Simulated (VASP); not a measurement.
Set up this calculation in VASP 6.6.1, as the native input.

```
Task                   : single point
Functional             : PBE
Potentials or basis    : VASP PAW PBE potentials, release 64 (Al, In_d)
Cutoff                 : 520 eV
k mesh                 : 6 × 6 × 4
Occupations            : gaussian, width 0.1 eV
Spin                   : no spin polarisation
Dipole correction      : no
Further INCAR settings : ALGO = Normal; EDIFF = 1e-07; NBANDS = 15
```

The structure of AlIn lies in POSCAR:

```
AlIn
1.0
    3.1991470700      0.0000000000      0.0000000000
   -1.5995735300      2.7705426300      0.0000000000
    0.0000000000      0.0000000000      4.5082855200
Al In
1 1
Direct
    0.0000000000      0.0000000000      0.0000000000
    0.0000000000      0.0000000000      0.5000000000
```

The cell was generated, and may not be a known phase.

The input as run:

INCAR

```
SYSTEM = AlIn
  PREC = Accurate
  ENCUT = 520
  EDIFF = 1E-7
  ISMEAR = 0
  SIGMA = 0.1
  LREAL = .FALSE.
  LASPH = .TRUE.
  NELM = 100
  ALGO = Normal
  ISIF = 2
  LWAVE = .FALSE.
  LCHARG = .FALSE.
  GGA = PE
  NBANDS = 15
```

KPOINTS

```
regular mesh
0
G
  6 6 4
  0 0 0
```

Potentials or basis: VASP PAW PBE potentials, release 64 (Al, In_d).

Run with:

```console
$ cat potpaw_PBE.64/Al/POTCAR potpaw_PBE.64/In_d/POTCAR > POTCAR
$ mpirun -np 1 vasp_std > vasp.out
```

Results of the run:

```json
{
  "Pressure": "29.4 GPa",
  "Band gap on the k mesh": "zero (bands 8 and 9 overlap by 7.59 eV)"
}
```

Caveat: the k points lie up to 0.38 Å⁻¹ apart, too coarse for converged energies and pressures of a metal; spin-orbit coupling is left out, which moves the levels of the heavy elements.

Run time: 4.7 s on 1 thread of Intel(R) Xeon(R) 6975P-C (Granite Rapids), with other jobs on the host, peak memory 0.15 GiB.
